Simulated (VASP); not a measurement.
# W2O (R-3m) in VASP: relaxation of cell and atoms with PBE

Aim: the relaxation of cell and atoms of W2O with PBE.

All numbers are computed with VASP 6.6.1; they aren't measurements. Logs are shortened: lines on timing, memory, paths and dates and some standing lists are left out, and cuts for length are marked.

**1. The cell of the first run**

It takes space group R-3m (No. 166, trigonal). Conventional cell: a = 2.986 Å, b = 2.986 Å, c = 15.051 Å, α = 90.00°, β = 90.00°, γ = 120.00°. Within 3.0 Å of W (site symmetry 3m) lie 3 O at 2.31 Å and 9 W at 2.61 to 2.99 Å. Within 3.0 Å of O (site symmetry -3m) lie 6 W at 2.31 Å and 6 O at 2.99 Å.

**2. Relaxation of cell and atoms, PBE**

File INCAR:

```
SYSTEM = W2O
PREC = Accurate
ENCUT = 600
EDIFF = 1E-7
ISMEAR = 0
SIGMA = 0.1
LREAL = .False.
LASPH = .True.
NELM = 100
ALGO = Fast
ISIF = 3
LWAVE = .False.
LCHARG = .False.
GGA = PE
IBRION = 2
NSW = 100
EDIFFG = -0.01
```

File KPOINTS:

```
regular mesh
0
Gamma
  18 18 18
  0 0 0
```

File POSCAR:

```
W2O
1.0
    1.4931108082      0.8620479271      5.0168668151
   -1.4931108082      0.8620479271      5.0168668151
    0.0000000000     -1.7240958541      5.0168668151
W O
2 1
Direct
    0.7684269702      0.7684269702      0.7684269702
    0.2315730298      0.2315730298      0.2315730298
    0.0000000000      0.0000000000      0.0000000000
```

Potentials or basis: VASP PAW PBE potentials, release 64 (W_sv, O).

Run with:

```console
$ cat potpaw_PBE.64/W_sv/POTCAR potpaw_PBE.64/O/POTCAR > POTCAR
$ mpirun -np 1 vasp_std > vasp.out
```

OUTCAR:

```text
SYSTEM = W2O
   PREC = Accurate
   ENCUT = 600
   EDIFF = 1E-7
   ISMEAR = 0
   LREAL = .False.
   LASPH = .True.
   NELM = 100
   ISIF = 3
   GGA = PE
   IBRION = 2
   NSW = 100
   EDIFFG = -0.01

 ion  position               nearest neighbor table
   1  0.768  0.768  0.768-   3 2.31   3 2.31   3 2.31   2 2.61   2 2.61   2 2.61
   2  0.232  0.232  0.232-   3 2.31   3 2.31   3 2.31   1 2.61   1 2.61   1 2.61
   3  0.000  0.000  0.000-   1 2.31   1 2.31   2 2.31   2 2.31   1 2.31   2 2.31

  LATTYP: Found a trigonal (rhomboedric) cell.
 ALAT       =     5.3048524159
 COS(alpha) =     0.8415590412

  Lattice vectors:

 A1 = (   1.4931108082,   0.8620479271,   5.0168668151)
 A2 = (  -1.4931108082,   0.8620479271,   5.0168668151)
 A3 = (   0.0000000000,  -1.7240958541,   5.0168668151)

Analysis of symmetry for initial positions (statically):
=====================================================================
 Subroutine PRICEL returns:
 Original cell was already a primitive cell.

 Routine SETGRP: Setting up the symmetry group for a
 trigonal (rhombohedral) supercell.

 Subroutine GETGRP returns: Found 12 space group operations
 (whereof 12 operations were pure point group operations)
 out of a pool of 12 trial point group operations.

The static configuration has the point symmetry D_3d.

Analysis of symmetry for dynamics (positions and initial velocities):
=====================================================================
 Subroutine PRICEL returns:
 Original cell was already a primitive cell.

 Routine SETGRP: Setting up the symmetry group for a
 trigonal (rhombohedral) supercell.

 Subroutine GETGRP returns: Found 12 space group operations
 (whereof 12 operations were pure point group operations)
 out of a pool of 12 trial point group operations.

The dynamic configuration has the point symmetry D_3d.

 Subroutine INISYM returns: Found 12 space group operations
 (whereof 12 operations are pure point group operations),
 and found     1 'primitive' translations

----------------------------------------------------------------------------------------

                                     Primitive cell

  volume of cell :      38.7443

  direct lattice vectors                    reciprocal lattice vectors
     1.493110808  0.862047927  5.016866815     0.334871329  0.193338052  0.066442532
    -1.493110808  0.862047927  5.016866815    -0.334871329  0.193338052  0.066442532
     0.000000000 -1.724095854  5.016866815     0.000000000 -0.386676103  0.066442532

  length of vectors
     5.304852416  5.304852416  5.304852416     0.392342986  0.392342986  0.392342986

  position of ions in fractional coordinates (direct lattice)
     0.768426970  0.768426970  0.768426970
     0.231573030  0.231573030  0.231573030
     0.000000000  0.000000000  0.000000000

  ion indices of the primitive-cell ions
   primitive index   ion index
                 1           1
                 2           2
                 3           3

----------------------------------------------------------------------------------------

 KPOINTS: regular mesh

Automatic generation of k-mesh.
 Grid dimensions read from file:
 generate k-points for:   18   18   18

 Generating k-lattice:

  Cartesian coordinates                     Fractional coordinates (reciprocal lattice)
     0.018603963  0.010741003  0.003691252     0.055555556  0.000000000  0.000000000
    -0.018603963  0.010741003  0.003691252     0.000000000  0.055555556  0.000000000
     0.000000000 -0.021482006  0.003691252    -0.000000000 -0.000000000  0.055555556

  Length of vectors
     0.021796833  0.021796833  0.021796833

  Shift w.r.t. Gamma in fractional coordinates (k-lattice)
     0.000000000  0.000000000  0.000000000

 Subroutine IBZKPT returns following result:
 ===========================================

 Found    580 irreducible k-points:

 Following reciprocal coordinates:
            Coordinates               Weight
  0.000000  0.000000  0.000000      1.000000
  0.055556 -0.000000 -0.000000      6.000000
  0.111111 -0.000000 -0.000000      6.000000
  0.166667 -0.000000  0.000000      6.000000
  0.222222 -0.000000 -0.000000      6.000000
  0.277778 -0.000000 -0.000000      6.000000
[... 16 lines left out ...]
 -0.277778  0.055556  0.000000     12.000000
 -0.222222  0.055556  0.000000     12.000000
 [... further k-points ...]
   k-points           NKPTS =    580   k-points in BZ     NKDIM =    580   number of bands    NBANDS=     21
   number of dos      NEDOS =    301   number of ions     NIONS =      3
   total plane-waves  NPLWV =  74088
   dimension x,y,z NGX =    42 NGY =   42 NGZ =   42
   dimension x,y,z NGXF=    84 NGYF=   84 NGZF=   84
   ions per type =               2   1
   NGX,Y,Z   is equivalent  to a cutoff of  13.16, 13.16, 13.16 a.u.
   NGXF,Y,Z  is equivalent  to a cutoff of  26.32, 26.32, 26.32 a.u.
 SYSTEM =  W2O
   PREC   = accura    normal or accurate (medium, high low for compatibility)
   ISTART =      0    job   : 0-new  1-cont  2-samecut
   ICHARG =      2    charge: 1-file 2-atom 10-const
   ISPIN  =      1    spin polarized calculation?
   LNONCOLLINEAR =      F non collinear calculations
   LSORBIT =      F    spin-orbit coupling
   LASPH  =      T    aspherical Exc in radial PAW
   ENCUT  =  600.0 eV  44.10 Ry    6.64 a.u.  10.60 10.60 10.60*2*pi/ulx,y,z
   NELM   =    100;   NELMIN=  2; NELMDL= -5     # of ELM steps
   EDIFF  = 0.1E-06   stopping-criterion for ELM
   LREAL  =      F    real-space projection
   EDIFFG = -.1E-01   stopping-criterion for IOM
   NSW    =    100    number of steps for IOM
   IBRION =      2    ionic relax: 0-MD 1-quasi-New 2-CG
   NFREE  =      1    steps in history (QN), initial steepest desc. (CG)
   ISIF   =      3    stress and relaxation
   ISYM   =      2    0-nonsym 1-usesym 2-fastsym
   POTIM  = 0.5000    time-step for ionic-motion
   TEBEG  =    0.0;   TEEND  =   0.0 temperature during run
   PSTRESS=    0.0 pullay stress
   NELECT =      34.0000    total number of electrons
   NUPDOWN=      -1.0000    fix difference up-down
   EMIN   =  10.00;   EMAX   =-10.00  energy-range for DOS
   EFERMI =   0.00;   METHOD = LEGACY
   ISMEAR =     0;   SIGMA  =   0.10  broadening in eV -4-tet -1-fermi 0-gaus
   EFERMI_NEDOS =   21; number of points for ismear=-14 and -15
   IALGO  =     68    algorithm
   IMIX   =      4    mixing-type and parameters
     AMIX     =   0.40;   BMIX     =  1.00
     AMIX_MAG =   1.60;   BMIX_MAG =  1.00
  volume/ion in A,a.u.               =      12.91        87.15
  Fermi-wavevector in a.u.,A,eV,Ry     =   1.567348  2.961858 33.423788  2.456579
  Thomas-Fermi vector in A             =   2.669541
   LORBIT       =      0    0 simple, 1 ext, 2 COOP (PROOUT), +10 PAW based schemes
   GGA     = PE    functional components
   LHFCALC =     F    Hartree Fock is set to
   AEXX    =    0.0000 exact exchange contribution
   IVDW    =     0    specifies the selected vdW correction
   LEPSILON=     F    determine dielectric tensor
   LRPA    =     F    only Hartree local field effects (RPA)
 conjugate gradient relaxation of ions
 non-spin polarized calculation
 RMM-DIIS sequential band-by-band and
 Gauss-broadening in eV      SIGMA  =   0.10
  energy-cutoff  :      600.00
  volume of cell :       38.74
 maximum number of plane-waves:      1314
   NGX = 21   NGY = 21   NGZ = 21

--------------------------------------- Ionic step        1  -------------------------------------------

 number of electron      34.0000002 magnetization

 Free energy of the ion-electron system (eV)
  ---------------------------------------------------
  ext. energy  EPLUGINS =         0.00000000
  ---------------------------------------------------
  free energy    TOTEN  =       -31.87118639 eV

  energy without entropy =      -31.86525578  energy(sigma->0) =      -31.86822109

------------------------ aborting loop because EDIFF is reached ----------------------------------------

  FORCE on cell =-STRESS in cart. coord.  units (eV):
  Direction    XX          YY          ZZ          XY          YZ          ZX
  --------------------------------------------------------------------------------------
  -------------------------------------------------------------------------------------
  Total        0.0787013      0.0787013      0.1773653      0.0000000      0.0000000      0.0000000
  in kB        3.2545065      3.2545065      7.3345226      0.0000000      0.0000000      0.0000000
  external PRESSURE =       4.6145119 kB  Pullay stress =       0.0000000 kB

 VOLUME and BASIS-vectors are now :
 -----------------------------------------------------------------------------
  energy-cutoff  :      600.00
  volume of cell :       38.74
      direct lattice vectors                 reciprocal lattice vectors
     1.493110808  0.862047927  5.016866815     0.334871329  0.193338052  0.066442532
    -1.493110808  0.862047927  5.016866815    -0.334871329  0.193338052  0.066442532
     0.000000000 -1.724095854  5.016866815     0.000000000 -0.386676103  0.066442532
[... 38 lines left out ...]
 POSITION                                       TOTAL-FORCE (eV/Angst)
 -----------------------------------------------------------------------------------
      0.00000      0.00000     11.59623        -0.000000      0.000000      0.087168
      0.00000      0.00000      3.49730        -0.000000     -0.000000     -0.087168
      0.00000      0.00000     15.09353         0.000000     -0.000000     -0.000000
 -----------------------------------------------------------------------------------
    total drift:                               -0.000000     -0.000000      0.000000

  FREE ENERGIE OF THE ION-ELECTRON SYSTEM (eV)
  ---------------------------------------------------
  free  energy   TOTEN  =       -31.8704881785 eV

  energy  without entropy=      -31.8642999175  energy(sigma->0) =      -31.86739405

--------------------------------------- Ionic step        3  -------------------------------------------

 number of electron      34.0000002 magnetization

 Free energy of the ion-electron system (eV)
  ---------------------------------------------------
  ext. energy  EPLUGINS =         0.00000000
  ---------------------------------------------------
  free energy    TOTEN  =       -31.87130439 eV

  energy without entropy =      -31.86530350  energy(sigma->0) =      -31.86830394

 E-fermi :  10.7146     XC(G=0): -13.3096

 val. band max:       10.7142084085   @ k =   0.2222   0.1111   0.1111
 cond. band min:      10.7231012534   @ k =  -0.3889   0.3889   0.3889
 fundamental gap:      0.0088928449
 Fermi energy:        10.7146005711

 k-point     1 :       0.0000    0.0000    0.0000
  band No.  band energies     occupation
      1     -63.5132      2.00000
      2     -63.3535      2.00000
      3     -28.3064      2.00000
      4     -27.5063      2.00000
      5     -27.5063      2.00000
      6     -27.2421      2.00000
[... 13 lines left out ...]
     20      12.2523      0.00000
     21      12.2523      0.00000
[... 529 lines left out ...]
 k-point    24 :      -0.2222    0.0556    0.0000
  band No.  band energies     occupation
      1     -63.4720      2.00000
      2     -63.3545      2.00000
      3     -28.2011      2.00000
      4     -27.8892      2.00000
      5     -27.6346      2.00000
      6     -27.4708      2.00000
[... 13 lines left out ...]
     20      12.7297      0.00000
     21      13.0379      0.00000

 [... further k-points ...]

------------------------ aborting loop because EDIFF is reached ----------------------------------------

  FORCE on cell =-STRESS in cart. coord.  units (eV):
  Direction    XX          YY          ZZ          XY          YZ          ZX
  --------------------------------------------------------------------------------------
  -------------------------------------------------------------------------------------
  Total       -0.0292829     -0.0292829      0.0196505      0.0000000      0.0000000      0.0000000
  in kB       -1.2091450     -1.2091450      0.8114046      0.0000000      0.0000000      0.0000000
  external PRESSURE =      -0.5356285 kB  Pullay stress =       0.0000000 kB

 VOLUME and BASIS-vectors are now :
 -----------------------------------------------------------------------------
  energy-cutoff  :      600.00
  volume of cell :       38.80
      direct lattice vectors                 reciprocal lattice vectors
     1.493627417  0.862346191  5.020778726     0.334755505  0.193271181  0.066390764
    -1.493627417  0.862346191  5.020778726    -0.334755505  0.193271181  0.066390764
     0.000000000 -1.724692382  5.020778726     0.000000000 -0.386542362  0.066390764

 POSITION                                       TOTAL-FORCE (eV/Angst)
 -----------------------------------------------------------------------------------
      0.00000      0.00000     11.57374         0.000000     -0.000000     -0.006300
      0.00000      0.00000      3.48859         0.000000      0.000000      0.006300
      0.00000      0.00000      0.00000         0.000000     -0.000000     -0.000000
 -----------------------------------------------------------------------------------
    total drift:                               -0.000000     -0.000000      0.000000

  FREE ENERGIE OF THE ION-ELECTRON SYSTEM (eV)
  ---------------------------------------------------
  free  energy   TOTEN  =       -31.8713043921 eV

  energy  without entropy=      -31.8653034952  energy(sigma->0) =      -31.86830394

 reached required accuracy - stopping structural energy minimisation
```

It took 81 min on 1 thread of Oxide Virtual Turin-like, shared host; peak memory 0.65 GiB.

What came out:

- Free energy: -31.8713 eV
- Relaxed volume: 12.93 Å³/atom
- Relaxed cell: a = 5.309 Å, b = 5.309 Å, c = 5.309 Å, α = 32.68°, β = 32.68°, γ = 32.68°
- Space group after relaxing (to 0.1 Å): R-3m (No. 166)
- Energy gained by relaxing: 0.0 meV/atom
- Ionic steps: 3
- Pressure after relaxing: -0.1 GPa
- Largest force after relaxing: 0.006 eV/Å
- Band gap on the k mesh: zero (bands 17 and 18 overlap by 1.88 eV)

Forces on the atoms (eV/Å):
```
W    0.000  0.000 -0.006
W    0.000  0.000  0.006
O    0.000  0.000  0.000
```

Stress tensor (GPa, compression positive):
```
-0.12  0.00  0.00
 0.00 -0.12  0.00
 0.00  0.00  0.08
```

Step by step:
```
step  energy change (eV)  largest force (eV/Å)  pressure (GPa)  volume (Å³)
   1              0.0000                0.0423            0.46        38.74
   2              0.0007                0.0872           -1.37        38.95
   3             -0.0001                0.0063           -0.05        38.80
```

Final structure:
```xyz
3
Lattice="1.4936 0.8623 5.0208 -1.4936 0.8623 5.0208 0.0000 -1.7247 5.0208" Properties=species:S:1:pos:R:3 pbc="T T T"
W     0.0000    0.0000   11.5737
W     0.0000    0.0000    3.4886
O     0.0000    0.0000    0.0000
```

Caveat: spin-orbit coupling is left out, which moves the levels of the heavy elements.
